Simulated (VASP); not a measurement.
# SrO in VASP: a series of runs

Runs on SrO. Level: PBE. Tasks: single point.

All numbers are computed with VASP 6.6.1; they aren't measurements. Logs are shortened: lines on timing, memory, paths and dates and some standing lists are left out, and cuts for length are marked.

**1. The cell of the first run**

The cell holds a wire with vacuum, 4 atoms: a = 11.500 Å, b = 9.300 Å, c = 4.675 Å, α = 90.00°, β = 90.00°, γ = 90.00°.

**2. Single point, PBE, collinear spin, ferromagnetic start**

File INCAR:

```
SYSTEM = SrO
PREC = Accurate
ENCUT = 520
EDIFF = 1E-7
ISMEAR = 0
SIGMA = 0.05
LREAL = .False.
LASPH = .True.
NELM = 150
ALGO = Normal
ISIF = 2
LWAVE = .False.
LCHARG = .False.
ISPIN = 2
MAGMOM = 0.5 0.5 0.5 0.5
LORBIT = 11
GGA = PE
NBANDS = 28
```

File KPOINTS:

```
Automatic mesh
0
Gamma
  1 1 14
  0 0 0
```

File POSCAR:

```
SrO
1.0
   11.5000000000      0.0000000000      0.0000000000
    0.0000000000      9.3000000000      0.0000000000
    0.0000000000      0.0000000000      4.6752714920
Sr O
2 2
Direct
    0.3932818464      0.5000000000      0.0000000000
    0.6067181536      0.5000000000      0.5000000000
    0.3932818464      0.5000000000      0.5000000000
    0.6067181536      0.5000000000      0.0000000000
```

Potentials or basis: VASP PAW PBE potentials, release 64 (Sr_sv, O).

Launch:

```
$ cat potpaw_PBE.64/Sr_sv/POTCAR potpaw_PBE.64/O/POTCAR > POTCAR
$ mpirun -np 1 vasp_std > vasp.out
```

OUTCAR:

```text
SYSTEM = SrO
   PREC = Accurate
   ENCUT = 520
   EDIFF = 1E-7
   ISMEAR = 0
   LREAL = .False.
   LASPH = .True.
   NELM = 150
   ISIF = 2
   ISPIN = 2
   LORBIT = 11
   GGA = PE

 ion  position               nearest neighbor table
   1  0.393  0.500  0.000-   3 2.34   3 2.34   4 2.45   2 3.39   2 3.39
   2  0.607  0.500  0.500-   4 2.34   4 2.34   3 2.45   1 3.39   1 3.39
   3  0.393  0.500  0.500-   1 2.34   1 2.34   2 2.45
   4  0.607  0.500  0.000-   2 2.34   2 2.34   1 2.45

  LATTYP: Found a simple orthorhombic cell.
 ALAT       =     4.6752714920
 B/A-ratio  =     1.9891892943
 C/A-ratio  =     2.4597502027

  Lattice vectors:

 A1 = (   0.0000000000,   0.0000000000,  -4.6752714920)
 A2 = (   0.0000000000,   9.3000000000,   0.0000000000)
 A3 = (  11.5000000000,   0.0000000000,   0.0000000000)

Analysis of symmetry for initial positions (statically):
=====================================================================
 Subroutine PRICEL returns:
 Original cell was already a primitive cell.

 Routine SETGRP: Setting up the symmetry group for a
 simple orthorhombic supercell.

 Subroutine GETGRP returns: Found  8 space group operations
 (whereof  4 operations were pure point group operations)
 out of a pool of  8 trial point group operations.

The static configuration has the point symmetry C_2v.
 The point group associated with its full space group is D_2h.

Analysis of symmetry for dynamics (positions and initial velocities):
=====================================================================
 Subroutine PRICEL returns:
 Original cell was already a primitive cell.

 Routine SETGRP: Setting up the symmetry group for a
 simple orthorhombic supercell.

 Subroutine GETGRP returns: Found  8 space group operations
 (whereof  4 operations were pure point group operations)
 out of a pool of  8 trial point group operations.

The dynamic configuration has the point symmetry C_2v.
 The point group associated with its full space group is D_2h.

Analysis of structural, dynamic, and magnetic symmetry:
=====================================================================
 Subroutine PRICEL returns:
 Original cell was already a primitive cell.

 Routine SETGRP: Setting up the symmetry group for a
 simple orthorhombic supercell.

 Subroutine GETGRP returns: Found  8 space group operations
 (whereof  4 operations were pure point group operations)
 out of a pool of  8 trial point group operations.

The overall configuration has the point symmetry C_2v.
 The point group associated with its full space group is D_2h.

 Subroutine INISYM returns: Found  8 space group operations
 (whereof  4 operations are pure point group operations),
 and found     1 'primitive' translations

----------------------------------------------------------------------------------------

                                     Primitive cell

  volume of cell :     500.0203

  direct lattice vectors                    reciprocal lattice vectors
    11.500000000  0.000000000  0.000000000     0.086956522  0.000000000  0.000000000
     0.000000000  9.300000000  0.000000000     0.000000000  0.107526882  0.000000000
     0.000000000  0.000000000  4.675271492     0.000000000  0.000000000  0.213891322

  length of vectors
    11.500000000  9.300000000  4.675271492     0.086956522  0.107526882  0.213891322

  position of ions in fractional coordinates (direct lattice)
     0.393281846  0.500000000  0.000000000
     0.606718154  0.500000000  0.500000000
     0.393281846  0.500000000  0.500000000
     0.606718154  0.500000000  0.000000000

  ion indices of the primitive-cell ions
   primitive index   ion index
                 1           1
                 2           2
                 3           3
                 4           4

----------------------------------------------------------------------------------------

 KPOINTS: Automatic mesh

Automatic generation of k-mesh.
 Grid dimensions read from file:
 generate k-points for:    1    1   14

 Generating k-lattice:

  Cartesian coordinates                     Fractional coordinates (reciprocal lattice)
     0.086956522  0.000000000  0.000000000     1.000000000  0.000000000  0.000000000
     0.000000000  0.107526882  0.000000000     0.000000000  1.000000000  0.000000000
     0.000000000  0.000000000  0.015277952     0.000000000  0.000000000  0.071428571

  Length of vectors
     0.086956522  0.107526882  0.015277952

  Shift w.r.t. Gamma in fractional coordinates (k-lattice)
     0.000000000  0.000000000  0.000000000

 Subroutine IBZKPT returns following result:
 ===========================================

 Found      8 irreducible k-points:

 Following reciprocal coordinates:
            Coordinates               Weight
  0.000000  0.000000  0.000000      1.000000
  0.000000  0.000000  0.071429      2.000000
  0.000000  0.000000  0.142857      2.000000
  0.000000  0.000000  0.214286      2.000000
  0.000000  0.000000  0.285714      2.000000
  0.000000  0.000000  0.357143      2.000000
  0.000000  0.000000  0.428571      2.000000
  0.000000  0.000000  0.500000      1.000000
   k-points           NKPTS =      8   k-points in BZ     NKDIM =      8   number of bands    NBANDS=     28
   number of dos      NEDOS =    301   number of ions     NIONS =      4
   total plane-waves  NPLWV = 226800
   dimension x,y,z NGX =    90 NGY =   70 NGZ =   36
   dimension x,y,z NGXF=   180 NGYF=  140 NGZF=   72
   ions per type =               2   2
   NGX,Y,Z   is equivalent  to a cutoff of  13.01, 12.51, 12.80 a.u.
   NGXF,Y,Z  is equivalent  to a cutoff of  26.02, 25.03, 25.60 a.u.
 SYSTEM =  SrO
   PREC   = accura    normal or accurate (medium, high low for compatibility)
   ISTART =      0    job   : 0-new  1-cont  2-samecut
   ICHARG =      2    charge: 1-file 2-atom 10-const
   ISPIN  =      2    spin polarized calculation?
   LNONCOLLINEAR =      F non collinear calculations
   LSORBIT =      F    spin-orbit coupling
   LASPH  =      T    aspherical Exc in radial PAW
   ENCUT  =  520.0 eV  38.22 Ry    6.18 a.u.  21.38 17.29  8.69*2*pi/ulx,y,z
   NELM   =    150;   NELMIN=  2; NELMDL= -5     # of ELM steps
   EDIFF  = 0.1E-06   stopping-criterion for ELM
   LREAL  =      F    real-space projection
   EDIFFG = 0.1E-05   stopping-criterion for IOM
   NSW    =      0    number of steps for IOM
   IBRION =     -1    ionic relax: 0-MD 1-quasi-New 2-CG
   NFREE  =      0    steps in history (QN), initial steepest desc. (CG)
   ISIF   =      2    stress and relaxation
   ISYM   =      2    0-nonsym 1-usesym 2-fastsym
   POTIM  = 0.5000    time-step for ionic-motion
   TEBEG  =    0.0;   TEEND  =   0.0 temperature during run
   PSTRESS=    0.0 pullay stress
   NELECT =      32.0000    total number of electrons
   NUPDOWN=      -1.0000    fix difference up-down
   EMIN   =  10.00;   EMAX   =-10.00  energy-range for DOS
   EFERMI =   0.00;   METHOD = LEGACY
   ISMEAR =     0;   SIGMA  =   0.05  broadening in eV -4-tet -1-fermi 0-gaus
   EFERMI_NEDOS =   21; number of points for ismear=-14 and -15
   IALGO  =     38    algorithm
   IMIX   =      4    mixing-type and parameters
     AMIX     =   0.40;   BMIX     =  1.00
     AMIX_MAG =   1.60;   BMIX_MAG =  1.00
  volume/ion in A,a.u.               =     125.01       843.58
  Fermi-wavevector in a.u.,A,eV,Ry     =   0.654831  1.237450  5.834220  0.428803
  Thomas-Fermi vector in A             =   1.725514
   LORBIT       =     11    0 simple, 1 ext, 2 COOP (PROOUT), +10 PAW based schemes
   GGA     = PE    functional components
   LHFCALC =     F    Hartree Fock is set to
   AEXX    =    0.0000 exact exchange contribution
   IVDW    =     0    specifies the selected vdW correction
   LEPSILON=     F    determine dielectric tensor
   LRPA    =     F    only Hartree local field effects (RPA)
 spin polarized calculation
 Gauss-broadening in eV      SIGMA  =   0.05
  energy-cutoff  :      520.00
  volume of cell :      500.02
 maximum number of plane-waves:     13502
 NGX is ok and might be reduce to    90
   NGX = 43   NGY = 35   NGZ = 17

 number of electron      32.0000000 magnetization       0.0000002

 number of electron      32.0000000 magnetization      -0.0000009

 Free energy of the ion-electron system (eV)
  ---------------------------------------------------
  ext. energy  EPLUGINS =         0.00000000
  ---------------------------------------------------
  free energy    TOTEN  =       -20.76724203 eV

  energy without entropy =      -20.76724203  energy(sigma->0) =      -20.76724203

 E-fermi :  -1.8879     XC(G=0):  -2.5160

 val. band max:       -2.1338837172   @ k =   0.0000   0.0000   0.0000
 cond. band min:      -0.9048843293   @ k =   0.0000   0.0000   0.0000
 fundamental gap:      1.2289993880
 Fermi energy:        -1.8879251245

 spin component 1

 k-point     1 :       0.0000    0.0000    0.0000
  band No.  band energies     occupation
      1     -36.1646      1.00000
      2     -36.0742      1.00000
      3     -18.8343      1.00000
      4     -18.5261      1.00000
      5     -18.4891      1.00000
      6     -18.4204      1.00000
[... 20 lines left out ...]
     27       2.8445      0.00000
[... 194 lines left out ...]
      5     -18.4649      1.00000
      6     -18.4649      1.00000
[... 20 lines left out ...]
     27       3.3475      0.00000
     28       3.3475      0.00000
 Fermi energy:        -1.8879251245

 spin component 2

 k-point     1 :       0.0000    0.0000    0.0000
  band No.  band energies     occupation
      1     -36.1646      1.00000
      2     -36.0742      1.00000
      3     -18.8343      1.00000
      4     -18.5261      1.00000
      5     -18.4891      1.00000
      6     -18.4204      1.00000
[... 20 lines left out ...]
     27       2.8433      0.00000
[... 195 lines left out ...]
      6     -18.4649      1.00000
[... 20 lines left out ...]
     27       3.3452      0.00000
     28       3.3452      0.00000

------------------------ aborting loop because EDIFF is reached ----------------------------------------

  FORCE on cell =-STRESS in cart. coord.  units (eV):
  Direction    XX          YY          ZZ          XY          YZ          ZX
  --------------------------------------------------------------------------------------
  -------------------------------------------------------------------------------------
  Total       -1.7873911      0.0019224      1.4603360      0.0000000      0.0000000      0.0000000
  in kB       -5.7272025      0.0061597      4.6792447      0.0000000      0.0000000      0.0000000
  external PRESSURE =      -0.3472661 kB  Pullay stress =       0.0000000 kB

 VOLUME and BASIS-vectors are now :
 -----------------------------------------------------------------------------
  energy-cutoff  :      520.00
  volume of cell :      500.02
      direct lattice vectors                 reciprocal lattice vectors
    11.500000000  0.000000000  0.000000000     0.086956522  0.000000000  0.000000000
     0.000000000  9.300000000  0.000000000     0.000000000  0.107526882  0.000000000
     0.000000000  0.000000000  4.675271492     0.000000000  0.000000000  0.213891322

 POSITION                                       TOTAL-FORCE (eV/Angst)
 -----------------------------------------------------------------------------------
      4.52274      4.65000      0.00000        -0.011757      0.000000      0.000000
      6.97726      4.65000      2.33764         0.011757      0.000000      0.000000
      4.52274      4.65000      2.33764         0.732150      0.000000      0.000000
      6.97726      4.65000      0.00000        -0.732150      0.000000      0.000000
 -----------------------------------------------------------------------------------
    total drift:                                0.000000      0.000000      0.000000

  FREE ENERGIE OF THE ION-ELECTRON SYSTEM (eV)
  ---------------------------------------------------
  free  energy   TOTEN  =       -20.7672420274 eV

  energy  without entropy=      -20.7672420274  energy(sigma->0) =      -20.76724203

 total charge

# of ion       s       p       d       tot
------------------------------------------
    1        2.012   5.796   0.284   8.092
    2        2.012   5.796   0.284   8.092
    3        1.561   3.387   0.000   4.948
    4        1.561   3.387   0.000   4.948
--------------------------------------------------
tot          7.146  18.365   0.569  26.080

 magnetization (x)

# of ion       s       p       d       tot
------------------------------------------
    1       -0.000  -0.000  -0.000  -0.000
    2       -0.000  -0.000  -0.000  -0.000
    3       -0.000   0.000   0.000   0.000
    4       -0.000   0.000   0.000   0.000
--------------------------------------------------
tot         -0.000   0.000  -0.000   0.000
```

It took 8.3 min on 1 thread of Intel Xeon 6975P-C, shared host; peak memory 0.74 GiB.

What came out:

| Item | Value |
| --- | --- |
| Free energy | -20.7672 eV |
| Largest force | 0.732 eV/Å |
| Band gap on the k mesh | 1.23 eV, direct |
| Net moment | 0.00 μB per cell |
| Valence electrons inside the program's atomic spheres | Sr 8.09; O 4.95 |

Forces on the atoms (eV/Å):
```
Sr  -0.012  0.000  0.000
Sr   0.012  0.000  0.000
O    0.732  0.000  0.000
O   -0.732  0.000  0.000
```

**3. Single point, PBE, collinear spin, ferromagnetic start**

This run uses another cell than the first one, of 125.67 Å³/atom, 1.005 times its volume.

File INCAR:

```
SYSTEM = SrO
  PREC = Accurate
  ENCUT = 520
  EDIFF = 1E-6
  ISMEAR = 0
  SIGMA = 0.05
  LREAL = .False.
  LASPH = .True.
  NELM = 150
  ALGO = Normal
  ISIF = 2
  LWAVE = .False.
  LCHARG = .False.
  ISPIN = 2
  MAGMOM = 0.5 0.5 0.5 0.5
  LORBIT = 11
  GGA = PE
  NBANDS = 28
```

KPOINTS is that of step 2.

File POSCAR:

```
SrO
1.0
   11.5000000000      0.0000000000      0.0000000000
    0.0000000000      9.3000000000      0.0000000000
    0.0000000000      0.0000000000      4.7000908793
Sr O
2 2
Direct
    0.3915932436      0.5000000000      0.0000000000
    0.6084067564      0.5000000000      0.5000000000
    0.4086774675      0.5000000000      0.5000000000
    0.5913225325      0.5000000000      0.0000000000
```

Potentials or basis: VASP PAW PBE potentials, release 64 (Sr_sv, O).

Launch:

```
$ cat potpaw_PBE.64/Sr_sv/POTCAR potpaw_PBE.64/O/POTCAR > POTCAR
$ mpirun -np 1 vasp_std > vasp.out
```

OUTCAR:

```text
SYSTEM = SrO
   PREC = Accurate
   ENCUT = 520
   EDIFF = 1E-6
   ISMEAR = 0
   LREAL = .False.
   LASPH = .True.
   NELM = 150
   ISIF = 2
   ISPIN = 2
   LORBIT = 11
   GGA = PE

 ion  position               nearest neighbor table
   1  0.392  0.500  0.000-   4 2.30   3 2.36   3 2.36   2 3.43   2 3.43
   2  0.608  0.500  0.500-   3 2.30   4 2.36   4 2.36   1 3.43   1 3.43
   3  0.409  0.500  0.500-   2 2.30   1 2.36   1 2.36
   4  0.591  0.500  0.000-   1 2.30   2 2.36   2 2.36

  LATTYP: Found a simple orthorhombic cell.
 ALAT       =     4.7000908793
 B/A-ratio  =     1.9786851444
 C/A-ratio  =     2.4467612000

  Lattice vectors:

[... 708 lines left out ...]
    11.500000000  0.000000000  0.000000000     0.086956522  0.000000000  0.000000000
     0.000000000  9.300000000  0.000000000     0.000000000  0.107526882  0.000000000
     0.000000000  0.000000000  4.700090879     0.000000000  0.000000000  0.212761843

 POSITION                                       TOTAL-FORCE (eV/Angst)
 -----------------------------------------------------------------------------------
      4.50332      4.65000      0.00000        -0.096050      0.000000      0.000000
      6.99668      4.65000      2.35005         0.096050      0.000000      0.000000
      4.69979      4.65000      2.35005        -0.056786      0.000000      0.000000
      6.80021      4.65000      0.00000         0.056786      0.000000      0.000000
 -----------------------------------------------------------------------------------
    total drift:                               -0.000000      0.000000     -0.000000

  FREE ENERGIE OF THE ION-ELECTRON SYSTEM (eV)
  ---------------------------------------------------
  free  energy   TOTEN  =       -20.9115709293 eV

  energy  without entropy=      -20.9115709293  energy(sigma->0) =      -20.91157093

 total charge

# of ion       s       p       d       tot
------------------------------------------
    1        2.015   5.787   0.314   8.115
    2        2.015   5.787   0.314   8.115
    3        1.562   3.399   0.000   4.961
    4        1.562   3.399   0.000   4.961
--------------------------------------------------
tot          7.154  18.370   0.627  26.152

 magnetization (x)

# of ion       s       p       d       tot
------------------------------------------
    1        0.000   0.000   0.000   0.000
    2        0.000   0.000   0.000   0.000
    3       -0.000  -0.000   0.000  -0.000
    4       -0.000  -0.000   0.000  -0.000
--------------------------------------------------
tot          0.000  -0.000   0.000  -0.000
```

stdout:

```text
POSCAR found type information on POSCAR SrO
 POSCAR found :  2 types and       4 ions
 scaLAPACK will be used
 LDA part: xc-table for (Slater+PW92), standard interpolation
 POSCAR, INCAR and KPOINTS ok, starting setup
 FFT: planning ... GRIDC
 FFT: planning ... GRID_SOFT
 FFT: planning ... GRID
 WAVECAR not read
 entering main loop
```

It took 8.4 min on 1 thread of Intel Xeon 6975P-C, shared host; peak memory 0.75 GiB.

Results:

```yaml
Free_energy: -20.9116 eV
Largest_force: 0.096 eV/Å
Band_gap_on_the_k_mesh: 1.09 eV, direct
Net_moment: 0.00 μB per cell
Valence_electrons_inside_the_program's_atomic_spheres: Sr 8.12; O 4.96
```

Forces in eV/Å, atoms in the order of the input:
```
Sr  -0.096  0.000  0.000
Sr   0.096  0.000  0.000
O   -0.057  0.000  0.000
O    0.057  0.000  0.000
```

Levels at points of the mesh, in eV from the valence-band top:
Spin up:
```csv
k point,band 12,band 13,band 14,band 15,band 16,band 17,band 18,band 19,band 20,band 21
"(0.00, 0.00, 0.00)",-1.08,-1.07,-0.83,-0.53,0.00,1.09,2.26,2.38,2.94,3.51
"(0.00, 0.00, 0.50)",-1.99,-1.35,-1.35,-1.20,-1.20,2.60,2.60,3.84,3.84,3.98
```
Spin down:
```csv
k point,band 12,band 13,band 14,band 15,band 16,band 17,band 18,band 19,band 20,band 21
"(0.00, 0.00, 0.00)",-1.08,-1.07,-0.83,-0.53,0.00,1.09,2.26,2.38,2.94,3.51
"(0.00, 0.00, 0.50)",-1.99,-1.35,-1.35,-1.20,-1.20,2.60,2.60,3.84,3.84,3.98
```
